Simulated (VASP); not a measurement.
# Ag (Fmmm) in VASP: a series of runs

Ag is run at these levels: PBEsol; tasks: single point.

Program: VASP 6.6.1. These are calculated values, not measurements. Logs are shortened: lines on timing, memory, paths and dates and some standing lists are left out, and cuts for length are marked.

### Step 1. The cell of the first run

It takes space group Fmmm (No. 69, orthorhombic). The conventional cell has a = 3.225 Å, b = 4.515 Å, c = 4.607 Å, α = 90.00°, β = 90.00°, γ = 90.00°. Ag (site symmetry mmm) has 14 Ag at 2.77 to 3.23 Å within 3.7 Å.

### Step 2. Single point, PBEsol (strain -0.0200 x Voigt [0, 0, 0, 1, 0, 0])

INCAR

```
SYSTEM = Ag
  PREC = Accurate
  ENCUT = 520
  EDIFF = 1E-7
  ISMEAR = 0
  SIGMA = 0.15
  LREAL = .FALSE.
  LASPH = .TRUE.
  NELM = 100
  ALGO = Fast
  ISIF = 2
  LWAVE = .FALSE.
  LCHARG = .FALSE.
  GGA = PS
  NBANDS = 12
```

KPOINTS

```
Automatic mesh
0
G
  26 26 26
  0 0 0
```

POSCAR

```
Ag
1.0
   -1.6125573276      1.5964317543      1.5964317543
    1.6125573276     -1.6286829009      1.6286829009
    1.6125573276      1.6286829009     -1.6286829009
Ag
1
Direct
    0.0000000000      0.0000000000      0.0000000000
```

Potentials or basis: VASP PAW PBE potentials, release 64 (Ag).

The run is started by

```console
> cat potpaw_PBE.64/Ag/POTCAR > POTCAR
> mpirun -np 1 vasp_std > vasp.out
```

OUTCAR:

```text
SYSTEM = Ag
   PREC = Accurate
   ENCUT = 520
   EDIFF = 1E-7
   ISMEAR = 0
   LREAL = .FALSE.
   LASPH = .TRUE.
   NELM = 100
   ISIF = 2
   GGA = PS

 ion  position               nearest neighbor table
   1  0.000  0.000  0.000-

  LATTYP: Found a face centered orthorhombic cell.
 ALAT       =     3.2251146552
 B/A-ratio  =     1.4000714267
 C/A-ratio  =     1.4283556980

  Lattice vectors:

 A1 = (   0.0000000000,  -0.0322511466,   3.2251146552)
 A2 = (   1.6125573276,  -1.6286829009,   1.6286829009)
 A3 = (   1.6125573276,   1.5964317543,   1.5964317543)

Analysis of symmetry for initial positions (statically):
=====================================================================
 Subroutine PRICEL returns:
 Original cell was already a primitive cell.

 Routine SETGRP: Setting up the symmetry group for a
 face centered orthorhombic supercell.

 Subroutine GETGRP returns: Found  8 space group operations
 (whereof  8 operations were pure point group operations)
 out of a pool of  8 trial point group operations.

The static configuration has the point symmetry D_2h.

Analysis of symmetry for dynamics (positions and initial velocities):
=====================================================================
 Subroutine PRICEL returns:
 Original cell was already a primitive cell.

 Routine SETGRP: Setting up the symmetry group for a
 face centered orthorhombic supercell.

 Subroutine GETGRP returns: Found  8 space group operations
 (whereof  8 operations were pure point group operations)
 out of a pool of  8 trial point group operations.

The dynamic configuration has the point symmetry D_2h.

 Subroutine INISYM returns: Found  8 space group operations
 (whereof  8 operations are pure point group operations),
 and found     1 'primitive' translations

----------------------------------------------------------------------------------------

                                     Primitive cell

  volume of cell :      16.7711

  direct lattice vectors                    reciprocal lattice vectors
    -1.612557328  1.596431754  1.596431754     0.000000000  0.313198481  0.313198481
     1.612557328 -1.628682901  1.628682901     0.310066496  0.003100975  0.310097506
     1.612557328  1.628682901 -1.628682901     0.310066496  0.310097506  0.003100975

  length of vectors
     2.774442255  2.811682258  2.811682258     0.442929539  0.438533136  0.438533136

  position of ions in fractional coordinates (direct lattice)
     0.000000000  0.000000000  0.000000000

  ion indices of the primitive-cell ions
   primitive index   ion index
                 1           1

----------------------------------------------------------------------------------------

 KPOINTS: Automatic mesh

Automatic generation of k-mesh.
 Grid dimensions read from file:
 generate k-points for:   26   26   26

 Generating k-lattice:

  Cartesian coordinates                     Fractional coordinates (reciprocal lattice)
     0.000000000  0.012046095  0.012046095     0.038461538  0.000000000  0.000000000
     0.011925634  0.000119268  0.011926827     0.000000000  0.038461538 -0.000000000
     0.011925634  0.011926827  0.000119268     0.000000000 -0.000000000  0.038461538

  Length of vectors
     0.017035752  0.016866659  0.016866659

  Shift w.r.t. Gamma in fractional coordinates (k-lattice)
     0.000000000  0.000000000  0.000000000

 Subroutine IBZKPT returns following result:
 ===========================================

 Found   2471 irreducible k-points:

 Following reciprocal coordinates:
            Coordinates               Weight
  0.000000  0.000000  0.000000      1.000000
  0.038462  0.000000  0.000000      2.000000
  0.076923  0.000000  0.000000      2.000000
  0.115385  0.000000  0.000000      2.000000
  0.153846  0.000000  0.000000      2.000000
  0.192308  0.000000  0.000000      2.000000
[... 16 lines left out ...]
  0.307692  0.038462  0.000000      8.000000
  0.346154  0.038462 -0.000000      8.000000
 [... further k-points ...]
   k-points           NKPTS =   2471   k-points in BZ     NKDIM =   2471   number of bands    NBANDS=     12
   number of dos      NEDOS =    301   number of ions     NIONS =      1
   total plane-waves  NPLWV =  13824
   dimension x,y,z NGX =    24 NGY =   24 NGZ =   24
   dimension x,y,z NGXF=    48 NGYF=   48 NGZF=   48
   ions per type =               1
   NGX,Y,Z   is equivalent  to a cutoff of  14.38, 14.19, 14.19 a.u.
   NGXF,Y,Z  is equivalent  to a cutoff of  28.76, 28.38, 28.38 a.u.
 SYSTEM =  Ag
   PREC   = accura    normal or accurate (medium, high low for compatibility)
   ISTART =      0    job   : 0-new  1-cont  2-samecut
   ICHARG =      2    charge: 1-file 2-atom 10-const
   ISPIN  =      1    spin polarized calculation?
   LNONCOLLINEAR =      F non collinear calculations
   LSORBIT =      F    spin-orbit coupling
   LASPH  =      T    aspherical Exc in radial PAW
   ENCUT  =  520.0 eV  38.22 Ry    6.18 a.u.   5.16  5.23  5.23*2*pi/ulx,y,z
   NELM   =    100;   NELMIN=  2; NELMDL= -5     # of ELM steps
   EDIFF  = 0.1E-06   stopping-criterion for ELM
   LREAL  =      F    real-space projection
   EDIFFG = 0.1E-05   stopping-criterion for IOM
   NSW    =      0    number of steps for IOM
   IBRION =     -1    ionic relax: 0-MD 1-quasi-New 2-CG
   NFREE  =      0    steps in history (QN), initial steepest desc. (CG)
   ISIF   =      2    stress and relaxation
   ISYM   =      2    0-nonsym 1-usesym 2-fastsym
   POTIM  = 0.5000    time-step for ionic-motion
   TEBEG  =    0.0;   TEEND  =   0.0 temperature during run
   PSTRESS=    0.0 pullay stress
   NELECT =      11.0000    total number of electrons
   NUPDOWN=      -1.0000    fix difference up-down
   EMIN   =  10.00;   EMAX   =-10.00  energy-range for DOS
   EFERMI =   0.00;   METHOD = LEGACY
   ISMEAR =     0;   SIGMA  =   0.15  broadening in eV -4-tet -1-fermi 0-gaus
   EFERMI_NEDOS =   21; number of points for ismear=-14 and -15
   IALGO  =     68    algorithm
   IMIX   =      4    mixing-type and parameters
     AMIX     =   0.40;   BMIX     =  1.00
     AMIX_MAG =   1.60;   BMIX_MAG =  1.00
  volume/ion in A,a.u.               =      16.77       113.18
  Fermi-wavevector in a.u.,A,eV,Ry     =   1.422389  2.687925 27.527176  2.023190
  Thomas-Fermi vector in A             =   2.543098
   LORBIT       =      0    0 simple, 1 ext, 2 COOP (PROOUT), +10 PAW based schemes
   GGA     = PS    functional components
   LHFCALC =     F    Hartree Fock is set to
   AEXX    =    0.0000 exact exchange contribution
   IVDW    =     0    specifies the selected vdW correction
   LEPSILON=     F    determine dielectric tensor
   LRPA    =     F    only Hartree local field effects (RPA)
 non-spin polarized calculation
 RMM-DIIS sequential band-by-band and
 Gauss-broadening in eV      SIGMA  =   0.15
  energy-cutoff  :      520.00
  volume of cell :       16.77
 maximum number of plane-waves:       468
 NGX is ok and might be reduce to    24
   NGX = 11   NGY = 11   NGZ = 11

 number of electron      10.9999998 magnetization

 Free energy of the ion-electron system (eV)
  ---------------------------------------------------
  ext. energy  EPLUGINS =         0.00000000
  ---------------------------------------------------
  free energy    TOTEN  =        -3.27176627 eV

  energy without entropy =       -3.26735975  energy(sigma->0) =       -3.26956301

 E-fermi :   8.4694     XC(G=0): -12.5108

 val. band max:        8.4682268832   @ k =   0.0000   0.5000   0.3846
 cond. band min:       8.4706324027   @ k =   0.0385   0.5000   0.2308
 fundamental gap:      0.0024055195
 Fermi energy:         8.4693587810

 k-point     1 :       0.0000    0.0000    0.0000
  band No.  band energies     occupation
      1       0.5174      2.00000
      2       3.4219      2.00000
      3       3.5079      2.00000
      4       3.5995      2.00000
      5       4.8995      2.00000
      6       4.9027      2.00000
      7      26.2732      0.00000
      8      26.4715      0.00000
      9      26.6473      0.00000
     10      32.7527      0.00000
     11      32.9918      0.00000
     12      33.0438      0.00000

 k-point     2 :       0.0385    0.0000    0.0000
  band No.  band energies     occupation
      1       0.5687      2.00000
      2       3.4524      2.00000
      3       3.5113      2.00000
      4       3.5860      2.00000
      5       4.8854      2.00000
      6       4.8995      2.00000
      7      26.2773      0.00000
      8      26.5081      0.00000
      9      26.5510      0.00000
     10      31.7142      0.00000
     11      32.4210      0.00000
     12      32.7017      0.00000

 k-point     3 :       0.0769    0.0000    0.0000
  band No.  band energies     occupation
      1       0.7204      2.00000
      2       3.5215      2.00000
      3       3.5430      2.00000
      4       3.5464      2.00000
      5       4.8380      2.00000
      6       4.8997      2.00000
      7      26.2272      0.00000
      8      26.2584      0.00000
      9      26.6147      0.00000
     10      30.7509      0.00000
     11      31.3848      0.00000
     12      31.8611      0.00000
[... 286 lines left out ...]
 k-point    23 :       0.3077    0.0385    0.0000
  band No.  band energies     occupation
      1       2.1987      2.00000
      2       2.9635      2.00000
      3       4.6511      2.00000
      4       4.8111      2.00000
      5       5.0161      2.00000
      6       5.5348      2.00000
      7      17.8480      0.00000
      8      22.8506      0.00000
      9      24.6451      0.00000
     10      28.1855      0.00000
     11      29.7121      0.00000
     12      32.5387      0.00000

 k-point    24 :       0.3462    0.0385   -0.0000
  band No.  band energies     occupation
      1       2.1412      2.00000
      2       2.8831      2.00000
      3       4.7067      2.00000
      4       4.9236      2.00000
      5       5.3239      2.00000
      6       6.2228      2.00000
      7      16.3577      0.00000
      8      22.3802      0.00000
      9      23.9215      0.00000
     10      28.3617      0.00000
     11      29.7977      0.00000
     12      33.0835      0.00000

 [... further k-points ...]

------------------------ aborting loop because EDIFF is reached ----------------------------------------

  FORCE on cell =-STRESS in cart. coord.  units (eV):
  Direction    XX          YY          ZZ          XY          YZ          ZX
  --------------------------------------------------------------------------------------
  -------------------------------------------------------------------------------------
  Total       -0.0133997     -0.0203541     -0.0203541      0.0000000      0.1139378     -0.0000000
  in kB       -1.2801030     -1.9444644     -1.9444644      0.0000000     10.8846992     -0.0000000
  external PRESSURE =      -1.7230106 kB  Pullay stress =       0.0000000 kB

 VOLUME and BASIS-vectors are now :
 -----------------------------------------------------------------------------
  energy-cutoff  :      520.00
  volume of cell :       16.77
      direct lattice vectors                 reciprocal lattice vectors
    -1.612557328  1.596431754  1.596431754     0.000000000  0.313198481  0.313198481
     1.612557328 -1.628682901  1.628682901     0.310066496  0.003100975  0.310097506
     1.612557328  1.628682901 -1.628682901     0.310066496  0.310097506  0.003100975

 POSITION                                       TOTAL-FORCE (eV/Angst)
 -----------------------------------------------------------------------------------
      0.00000      0.00000      0.00000        -0.000000      0.000000      0.000000
 -----------------------------------------------------------------------------------
    total drift:                                0.000000      0.000000      0.000000

  FREE ENERGIE OF THE ION-ELECTRON SYSTEM (eV)
  ---------------------------------------------------
  free  energy   TOTEN  =        -3.2717662706 eV

  energy  without entropy=       -3.2673597534  energy(sigma->0) =       -3.26956301
```

It took 4.8 min on 1 thread of Intel Xeon 6975P-C, shared host; peak memory 0.57 GiB.

What came out:

```
Free energy : -3.2718 eV
Pressure    : -0.2 GPa
```

Caveat: the cell differs from its parent crystal (strain -0.0200 x Voigt [0, 0, 0, 1, 0, 0]); the PAW data sets were made with another functional, which shifts forces and pressure a little.

### Step 3. Single point, PBEsol (strain +0.0150 x Voigt [0, 0, 0, 1, 0, 0])

INCAR

```
  ALGO = Fast
  EDIFF = 1E-7
  ENCUT = 520
  GGA = PS
  ISIF = 2
  ISMEAR = 0
  LASPH = True
  LCHARG = False
  LREAL = False
  LWAVE = False
  NBANDS = 12
  NELM = 80
  PREC = Accurate
  SIGMA = 0.15
```

KPOINTS

```
k-points
0
Gamma
  26 26 26
```

POSCAR

```
Ag
1.0
   -1.6125573276      1.6246515076      1.6246515076
    1.6125573276     -1.6004631476      1.6004631476
    1.6125573276      1.6004631476     -1.6004631476
Ag
1
Direct
    0.0000000000      0.0000000000      0.0000000000
```

Potentials or basis: VASP PAW PBE potentials, release 64 (Ag).

The run is started by

```console
> cat potpaw_PBE.64/Ag/POTCAR > POTCAR
> mpirun -np 1 vasp_std > vasp.out
```

Wall time 5 min (1 thread of Intel Xeon 6975P-C, shared host); peak memory 0.56 GiB.

Results (log left out):

- Free energy: -3.2723 eV
- Pressure: -0.2 GPa

Stress tensor (GPa, compression positive):
```
-0.17  0.00  0.00
 0.00 -0.21 -0.81
 0.00 -0.81 -0.21
```

Levels at points of the mesh, in eV from the Fermi level:
```tsv
k point	band 3	band 4	band 5	band 6	band 7	band 8	band 9	band 10
(0.00, 0.00, 0.00)	-4.96	-4.89	-3.57	-3.57	17.86	18.00	18.14	24.36
(0.50, 0.00, 0.00)	-3.61	-3.40	-2.55	-0.26	4.08	13.46	14.72	20.33
(0.00, 0.50, 0.00)	-3.63	-3.44	-2.52	-0.17	4.24	13.34	14.63	20.19
(0.00, 0.50, 0.50)	-3.65	-3.48	-2.49	-0.08	4.41	13.28	14.47	20.11
(0.50, 0.50, 0.50)	-2.83	-2.77	-2.72	6.88	6.90	6.92	13.05	13.70
```

Caveat: the cell differs from its parent crystal (strain +0.0150 x Voigt [0, 0, 0, 1, 0, 0]); the PAW data sets were made with another functional, which shifts forces and pressure a little.

### Step 4. Single point, PBEsol (strain -0.0100 x Voigt [0, 0, 0, 1, 0, 0])

INCAR

```
PREC = Accurate
ENCUT = 520
EDIFF = 1E-6
ISMEAR = 0
SIGMA = 0.15
LREAL = F
LASPH = T
NELM = 60
ALGO = Fast
ISIF = 2
LWAVE = F
LCHARG = T
GGA = PS
LELF = T
LVHAR = T
NBANDS = 12
```

KPOINTS

```
Automatic mesh
0
Gamma
  26 26 26
```

POSCAR

```
Ag
1.0
   -1.6125573276      1.6044945410      1.6044945410
    1.6125573276     -1.6206201142      1.6206201142
    1.6125573276      1.6206201142     -1.6206201142
Ag
1
Direct
    0.0000000000      0.0000000000      0.0000000000
```

The run is started by

```console
> cat potpaw_PBE.64/Ag/POTCAR > POTCAR
> mpirun -np 1 vasp_std > vasp.out
```

Wall time 4.4 min (1 thread of Intel Xeon 6975P-C, shared host); peak memory 0.56 GiB.

The run converged. Its results:

```yaml
Free_energy: -3.2726 eV
Pressure: -0.1 GPa
```

Stress tensor (GPa, compression positive):
```
-0.10  0.00  0.00
 0.00 -0.12  0.53
 0.00  0.53 -0.12
```

Levels at points of the mesh, in eV from the Fermi level:
```
           k point  band 3  band 4  band 5  band 6  band 7  band 8  band 9  band 10
(0.00, 0.00, 0.00)   -4.96   -4.91   -3.57   -3.57   17.91   18.00   18.09    24.44
(0.50, 0.00, 0.00)   -3.64   -3.46   -2.50   -0.11    4.35   13.31   14.51    20.15
(0.00, 0.50, 0.00)   -3.63   -3.44   -2.52   -0.17    4.24   13.36   14.61    20.21
(0.00, 0.50, 0.50)   -3.61   -3.41   -2.54   -0.23    4.13   13.43   14.68    20.29
(0.50, 0.50, 0.50)   -2.81   -2.77   -2.74    6.89    6.90    6.91   13.05    13.70
```

Caveat: the cell differs from its parent crystal (strain -0.0100 x Voigt [0, 0, 0, 1, 0, 0]); the PAW data sets were made with another functional, which shifts forces and pressure a little.

### Step 5. Single point, PBEsol (strain +0.0050 x Voigt [0, 0, 0, 1, 0, 0])

INCAR

```
ALGO     = Fast           # electronic algorithm
EDIFF    = 1E-7           # SCF threshold, eV
ENCUT    = 520            # plane-wave cutoff, eV
GGA      = PS             # functional
ISIF     = 2              # what is computed and relaxed
ISMEAR   = 0              # smearing method
LASPH    = T              # aspherical terms in the spheres
LCHARG   = T              # write CHGCAR
LELF     = T              # ELF
LREAL    = F              # projectors in reciprocal space
LVHAR    = T            
LWAVE    = F              # write WAVECAR
NBANDS   = 12             # bands
NELM     = 100            # most SCF steps
PREC     = Accurate       # precision mode
SIGMA    = 0.15           # smearing width, eV
```

KPOINTS

```
k-points
0
Gamma
  26 26 26
```

POSCAR

```
Ag
1.0
   -1.6125573276      1.6165887209      1.6165887209
    1.6125573276     -1.6085259343      1.6085259343
    1.6125573276      1.6085259343     -1.6085259343
Ag
1
Direct
    0.0000000000      0.0000000000      0.0000000000
```

The run is started by

```console
> cat potpaw_PBE.64/Ag/POTCAR > POTCAR
> mpirun -np 1 vasp_std > vasp.out
```

It took 5 min on 1 thread of Intel Xeon 6975P-C, shared host; peak memory 0.57 GiB.

Results (log left out):

```
Free energy : -3.2728 eV
Pressure    : -0.2 GPa
```

Stress tensor (GPa, compression positive):
```
-0.22  0.00  0.00
 0.00 -0.23 -0.26
 0.00 -0.26 -0.23
```

Levels at points of the mesh, in eV from the Fermi level:
```
           k point  band 3  band 4  band 5  band 6  band 7  band 8  band 9  band 10
(0.00, 0.00, 0.00)   -4.95   -4.93   -3.57   -3.57   17.96   18.00   18.05    24.51
(0.50, 0.00, 0.00)   -3.62   -3.42   -2.53   -0.20    4.19   13.40   14.64    20.26
(0.00, 0.50, 0.00)   -3.63   -3.44   -2.52   -0.17    4.24   13.37   14.60    20.22
(0.00, 0.50, 0.50)   -3.63   -3.45   -2.51   -0.14    4.30   13.34   14.56    20.18
(0.50, 0.50, 0.50)   -2.79   -2.77   -2.76    6.89    6.90    6.91   13.05    13.70
```

Caveat: the cell differs from its parent crystal (strain +0.0050 x Voigt [0, 0, 0, 1, 0, 0]); the PAW data sets were made with another functional, which shifts forces and pressure a little.

### Step 6. Overview

| cell | further INCAR settings | gap on the mesh (eV) | pressure (GPa) |
| --- | --- | --- | --- |
| a = 2.774, b = 2.812, c = 2.812 Å, angles 110.0, 109.5, 109.5°, 1 atom | ALGO = Fast; EDIFF = 1e-07; NBANDS = 12 | none | -0.2 |
| a = 2.807, b = 2.779, c = 2.779 Å, angles 109.1, 109.5, 109.5°, 1 atom | ALGO = Fast; EDIFF = 1e-07; NBANDS = 12 | none | -0.2 |
| a = 2.784, b = 2.802, c = 2.802 Å, angles 109.7, 109.5, 109.5°, 1 atom | ALGO = Fast; EDIFF = 1e-06; NBANDS = 12 | none | -0.1 |
| a = 2.798, b = 2.788, c = 2.788 Å, angles 109.3, 109.5, 109.5°, 1 atom | ALGO = Fast; EDIFF = 1e-07; NBANDS = 12 | none | -0.2 |

Alike in all rows: task single point; level PBEsol; potentials or basis VASP PAW PBE potentials, release 64 (Ag); no spin polarisation; k mesh 26 × 26 × 26; cutoff (eV) 520; smearing gaussian 0.15 eV.

Caveats: the PAW data sets were made with another functional, which shifts forces and pressure a little.

Total energies depend on the potentials used, so only differences within one code and one set of settings carry meaning.
